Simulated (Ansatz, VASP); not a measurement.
**B5C2: VASP beside Ansatz**

```xyz
7
Lattice="0.0000 3.1219 3.1219 3.1219 0.0000 3.1219 3.1219 3.1219 0.0000" Properties=species:S:1:pos:R:3 pbc="T T T"
B     3.1219    3.1219    3.1219
B     2.1802    2.1802    2.1802
B     4.0636    4.0636    2.1802
B     4.0636    2.1802    4.0636
B     2.1802    4.0636    4.0636
C     0.0000    0.0000    0.0000
C     4.6829    4.6829    4.6829
```

Alike in both runs: functional PBE; k mesh 4 × 4 × 4; occupations gaussian, width 0.2 eV; no spin polarisation.

Ansatz relaxed the structure, and its values are those at the end. VASP's run is a single point on that final structure, the one shown.

|  | VASP | Ansatz |
| --- | --- | --- |
| version | VASP 6.6.1 | Ansatz 0.2.0 |
| potentials or method | VASP PAW PBE potentials, release 64 (B, C), cutoff 600 eV | scalar-relativistic, plane waves, PAW |
| valence electrons in the cell | 23 | 23 |

Ansatz gave:

| Item | Value |
| --- | --- |
| gap on the k mesh at the Fermi level (eV) | none |
| pressure (GPa) | -0.3 |
| rms of the force components (eV/Å) | 0.002 |

What did VASP give for the same quantities?

gap on the k mesh at the Fermi level (eV): none; pressure (GPa): -0.4; rms of the force components (eV/Å): 0.004.

A gap of «none» marks a metal or a gap that the smearing closes.

The k mesh is coarse, so the values compare programs but aren't converged.
